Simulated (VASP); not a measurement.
# Sc (P6_3/mmc) in VASP: single point with PBEsol

Aim: the single point of Sc with PBEsol.

Program: VASP 6.6.1. These are calculated values, not measurements. Logs are shortened: lines on timing, memory, paths and dates and some standing lists are left out, and cuts for length are marked.

## (1) The cell of the first run

It takes space group P6_3/mmc (No. 194, hexagonal). Conventional cell: a = 3.309 Å, b = 3.309 Å, c = 5.268 Å, α = 90.00°, β = 90.00°, γ = 120.00°. Within 4.3 Å of Sc (site symmetry -6m2) lie 12 Sc at 3.25 to 3.31 Å.

## (2) Single point, PBEsol

Input file INCAR:

```
SYSTEM = Sc
  PREC = Accurate
  ENCUT = 520
  EDIFF = 1E-7
  ISMEAR = 0
  SIGMA = 0.15
  LREAL = .False.
  LASPH = .True.
  NELM = 100
  ALGO = Fast
  ISIF = 2
  LWAVE = .False.
  LCHARG = .False.
  GGA = PS
  NBANDS = 18
```

Input file KPOINTS:

```
Automatic mesh
0
Gamma
  18 18 10
  0 0 0
```

Input file POSCAR:

```
Sc
1.0
    3.3087978973      0.0000000000      0.0000000000
   -1.6543989486      2.8655030350      0.0000000000
    0.0000000000      0.0000000000      5.2680000000
Sc
2
Direct
    0.3333333333      0.6666666667      0.2500000000
    0.6666666667      0.3333333333      0.7500000000
```

Potentials or basis: VASP PAW PBE potentials, release 64 (Sc_sv).

On the command line:

```
> cat potpaw_PBE.64/Sc_sv/POTCAR > POTCAR
> mpirun -np 1 vasp_std > vasp.out
```

OUTCAR:

```text
SYSTEM = Sc
   PREC = Accurate
   ENCUT = 520
   EDIFF = 1E-7
   ISMEAR = 0
   LREAL = .False.
   LASPH = .True.
   NELM = 100
   ISIF = 2
   GGA = PS

 ion  position               nearest neighbor table
   1  0.333  0.667  0.250-   2 3.25   2 3.25   2 3.25   2 3.25   2 3.25   2 3.25
   2  0.667  0.333  0.750-   1 3.25   1 3.25   1 3.25   1 3.25   1 3.25   1 3.25

  LATTYP: Found a hexagonal cell.
 ALAT       =     3.3087978973
 C/A-ratio  =     1.5921190002

  Lattice vectors:

 A1 = (   3.3087978973,   0.0000000000,   0.0000000000)
 A2 = (  -1.6543989486,   2.8655030350,   0.0000000000)
 A3 = (   0.0000000000,   0.0000000000,   5.2680000000)

Analysis of symmetry for initial positions (statically):
=====================================================================
 Subroutine PRICEL returns:
 Original cell was already a primitive cell.

 Routine SETGRP: Setting up the symmetry group for a
 hexagonal supercell.

 Subroutine GETGRP returns: Found 24 space group operations
 (whereof 12 operations were pure point group operations)
 out of a pool of 24 trial point group operations.

The static configuration has the point symmetry D_3d.
 The point group associated with its full space group is D_6h.

Analysis of symmetry for dynamics (positions and initial velocities):
=====================================================================
 Subroutine PRICEL returns:
 Original cell was already a primitive cell.

 Routine SETGRP: Setting up the symmetry group for a
 hexagonal supercell.

 Subroutine GETGRP returns: Found 24 space group operations
 (whereof 12 operations were pure point group operations)
 out of a pool of 24 trial point group operations.

The dynamic configuration has the point symmetry D_3d.
 The point group associated with its full space group is D_6h.

 Subroutine INISYM returns: Found 24 space group operations
 (whereof 12 operations are pure point group operations),
 and found     1 'primitive' translations

----------------------------------------------------------------------------------------

                                     Primitive cell

  volume of cell :      49.9479

  direct lattice vectors                    reciprocal lattice vectors
     3.308797897  0.000000000  0.000000000     0.302224563  0.174489433  0.000000000
    -1.654398949  2.865503035  0.000000000     0.000000000  0.348978866  0.000000000
     0.000000000  0.000000000  5.268000000     0.000000000  0.000000000  0.189825361

  length of vectors
     3.308797897  3.308797897  5.268000000     0.348978866  0.348978866  0.189825361

  position of ions in fractional coordinates (direct lattice)
     0.333333333  0.666666667  0.250000000
     0.666666667  0.333333333  0.750000000

  ion indices of the primitive-cell ions
   primitive index   ion index
                 1           1
                 2           2

----------------------------------------------------------------------------------------

 KPOINTS: Automatic mesh

Automatic generation of k-mesh.
 Grid dimensions read from file:
 generate k-points for:   18   18   10

 Generating k-lattice:

  Cartesian coordinates                     Fractional coordinates (reciprocal lattice)
     0.016790254  0.009693857  0.000000000     0.055555556 -0.000000000  0.000000000
     0.000000000  0.019387715  0.000000000     0.000000000  0.055555556  0.000000000
     0.000000000  0.000000000  0.018982536     0.000000000  0.000000000  0.100000000

  Length of vectors
     0.019387715  0.019387715  0.018982536

  Shift w.r.t. Gamma in fractional coordinates (k-lattice)
     0.000000000  0.000000000  0.000000000

 Subroutine IBZKPT returns following result:
 ===========================================

 Found    222 irreducible k-points:

 Following reciprocal coordinates:
            Coordinates               Weight
  0.000000  0.000000  0.000000      1.000000
  0.055556 -0.000000  0.000000      6.000000
  0.111111 -0.000000  0.000000      6.000000
  0.166667 -0.000000  0.000000      6.000000
  0.222222 -0.000000  0.000000      6.000000
  0.277778  0.000000  0.000000      6.000000
[... 16 lines left out ...]
  0.333333  0.111111  0.000000     12.000000
  0.388889  0.111111  0.000000     12.000000
 [... further k-points ...]
   k-points           NKPTS =    222   k-points in BZ     NKDIM =    222   number of bands    NBANDS=     18
   number of dos      NEDOS =    301   number of ions     NIONS =      2
   total plane-waves  NPLWV =  31360
   dimension x,y,z NGX =    28 NGY =   28 NGZ =   40
   dimension x,y,z NGXF=    56 NGYF=   56 NGZF=   80
   ions per type =               2
   NGX,Y,Z   is equivalent  to a cutoff of  14.07, 14.07, 12.62 a.u.
   NGXF,Y,Z  is equivalent  to a cutoff of  28.14, 28.14, 25.25 a.u.
 SYSTEM =  Sc
   PREC   = accura    normal or accurate (medium, high low for compatibility)
   ISTART =      0    job   : 0-new  1-cont  2-samecut
   ICHARG =      2    charge: 1-file 2-atom 10-const
   ISPIN  =      1    spin polarized calculation?
   LNONCOLLINEAR =      F non collinear calculations
   LSORBIT =      F    spin-orbit coupling
   LASPH  =      T    aspherical Exc in radial PAW
   ENCUT  =  520.0 eV  38.22 Ry    6.18 a.u.   6.15  6.15  9.79*2*pi/ulx,y,z
   NELM   =    100;   NELMIN=  2; NELMDL= -5     # of ELM steps
   EDIFF  = 0.1E-06   stopping-criterion for ELM
   LREAL  =      F    real-space projection
   EDIFFG = 0.1E-05   stopping-criterion for IOM
   NSW    =      0    number of steps for IOM
   IBRION =     -1    ionic relax: 0-MD 1-quasi-New 2-CG
   NFREE  =      0    steps in history (QN), initial steepest desc. (CG)
   ISIF   =      2    stress and relaxation
   ISYM   =      2    0-nonsym 1-usesym 2-fastsym
   POTIM  = 0.5000    time-step for ionic-motion
   TEBEG  =    0.0;   TEEND  =   0.0 temperature during run
   PSTRESS=    0.0 pullay stress
   NELECT =      22.0000    total number of electrons
   NUPDOWN=      -1.0000    fix difference up-down
   EMIN   =  10.00;   EMAX   =-10.00  energy-range for DOS
   EFERMI =   0.00;   METHOD = LEGACY
   ISMEAR =     0;   SIGMA  =   0.15  broadening in eV -4-tet -1-fermi 0-gaus
   EFERMI_NEDOS =   21; number of points for ismear=-14 and -15
   IALGO  =     68    algorithm
   IMIX   =      4    mixing-type and parameters
     AMIX     =   0.40;   BMIX     =  1.00
     AMIX_MAG =   1.60;   BMIX_MAG =  1.00
  volume/ion in A,a.u.               =      24.97       168.53
  Fermi-wavevector in a.u.,A,eV,Ry     =   1.245595  2.353833 21.109524  1.551506
  Thomas-Fermi vector in A             =   2.379810
   LORBIT       =      0    0 simple, 1 ext, 2 COOP (PROOUT), +10 PAW based schemes
   GGA     = PS    functional components
   LHFCALC =     F    Hartree Fock is set to
   AEXX    =    0.0000 exact exchange contribution
   IVDW    =     0    specifies the selected vdW correction
   LEPSILON=     F    determine dielectric tensor
   LRPA    =     F    only Hartree local field effects (RPA)
 non-spin polarized calculation
 RMM-DIIS sequential band-by-band and
 Gauss-broadening in eV      SIGMA  =   0.15
  energy-cutoff  :      520.00
  volume of cell :       49.95
 maximum number of plane-waves:      1363
 NGX is ok and might be reduce to    28
   NGX = 13   NGY = 13   NGZ = 19

 number of electron      22.0000000 magnetization

 Free energy of the ion-electron system (eV)
  ---------------------------------------------------
  ext. energy  EPLUGINS =         0.00000000
  ---------------------------------------------------
  free energy    TOTEN  =       -13.20677749 eV

  energy without entropy =      -13.15805440  energy(sigma->0) =      -13.18241594

 E-fermi :   3.5020     XC(G=0):  -9.9366

 val. band max:        3.4999852340   @ k =   0.2778   0.1111   0.0000
 cond. band min:       3.5057391234   @ k =   0.3333   0.0556   0.4000
 fundamental gap:      0.0057538894
 Fermi energy:         3.5019822748

 k-point     1 :       0.0000    0.0000    0.0000
  band No.  band energies     occupation
      1     -45.7406      2.00000
      2     -45.6775      2.00000
      3     -24.6403      2.00000
      4     -24.3105      2.00000
      5     -24.3105      2.00000
      6     -24.2527      2.00000
[... 10 lines left out ...]
     17       5.8595      0.00000
     18       5.8595      0.00000

 k-point     2 :       0.0556   -0.0000    0.0000
  band No.  band energies     occupation
      1     -45.7391      2.00000
      2     -45.6769      2.00000
      3     -24.6365      2.00000
      4     -24.3186      2.00000
      5     -24.3133      2.00000
      6     -24.2611      2.00000
[... 10 lines left out ...]
     17       5.7997      0.00000
     18       5.8176      0.00000

 k-point     3 :       0.1111   -0.0000    0.0000
  band No.  band energies     occupation
      1     -45.7349      2.00000
      2     -45.6752      2.00000
      3     -24.6251      2.00000
      4     -24.3419      2.00000
      5     -24.3209      2.00000
      6     -24.2853      2.00000
[... 10 lines left out ...]
     17       5.6760      0.00000
     18       5.7058      0.00000

 k-point     4 :       0.1667   -0.0000    0.0000
  band No.  band energies     occupation
      1     -45.7283      2.00000
      2     -45.6727      2.00000
      3     -24.6068      2.00000
      4     -24.3777      2.00000
      5     -24.3323      2.00000
      6     -24.3216      2.00000
[... 375 lines left out ...]
      4     -24.5093      2.00000
      5     -24.4624      2.00000
      6     -24.3794      2.00000
[... 10 lines left out ...]
     17       6.7409      0.00000
     18       7.1226      0.00000

 k-point    23 :       0.3333    0.1111    0.0000
  band No.  band energies     occupation
      1     -45.6912      2.00000
      2     -45.6644      2.00000
      3     -24.5434      2.00000
      4     -24.4891      2.00000
      5     -24.4858      2.00000
      6     -24.3958      2.00000
[... 10 lines left out ...]
     17       7.1753      0.00000
     18       7.4109      0.00000

 k-point    24 :       0.3889    0.1111    0.0000
  band No.  band energies     occupation
      1     -45.6854      2.00000
      2     -45.6647      2.00000
      3     -24.5657      2.00000
      4     -24.5011      2.00000
      5     -24.4664      2.00000
      6     -24.4065      2.00000
[... 10 lines left out ...]
     17       7.2258      0.00000
     18       7.3731      0.00000

 [... further k-points ...]
[... 5 lines left out ...]
  --------------------------------------------------------------------------------------
  -------------------------------------------------------------------------------------
  Total       -0.6927404     -0.6927404     -1.1943501     -0.0000000      0.0000000      0.0000000
  in kB      -22.2210332    -22.2210332    -38.3111653     -0.0000000      0.0000000      0.0000000
  external PRESSURE =     -27.5844105 kB  Pullay stress =       0.0000000 kB

 VOLUME and BASIS-vectors are now :
 -----------------------------------------------------------------------------
  energy-cutoff  :      520.00
  volume of cell :       49.95
      direct lattice vectors                 reciprocal lattice vectors
     3.308797897  0.000000000  0.000000000     0.302224563  0.174489433  0.000000000
    -1.654398949  2.865503035  0.000000000     0.000000000  0.348978866  0.000000000
     0.000000000  0.000000000  5.268000000     0.000000000  0.000000000  0.189825361

 POSITION                                       TOTAL-FORCE (eV/Angst)
 -----------------------------------------------------------------------------------
     -0.00000      1.91034      1.31700        -0.000000      0.000000      0.000000
      1.65440      0.95517      3.95100         0.000000     -0.000000      0.000000
 -----------------------------------------------------------------------------------
    total drift:                               -0.000000      0.000000     -0.000000

  FREE ENERGIE OF THE ION-ELECTRON SYSTEM (eV)
  ---------------------------------------------------
  free  energy   TOTEN  =       -13.2067774858 eV

  energy  without entropy=      -13.1580543956  energy(sigma->0) =      -13.18241594
```

Run time: 2.5 min. Hardware: 1 thread of AMD EPYC 9R45 (Zen 5), shared host; peak memory 0.26 GiB.

Results:

| Item | Value |
| --- | --- |
| Free energy | -13.2068 eV |
| Pressure | -2.8 GPa |
| Band gap on the k mesh | zero (band 11 reaches 4.39 eV, above the bottom of band 12 at 3.03 eV) |

Stress tensor (GPa, compression positive):
```
-2.22  0.00  0.00
 0.00 -2.22  0.00
 0.00  0.00 -3.83
```

Caveat: the PAW data sets were made with another functional, which shifts forces and pressure a little.
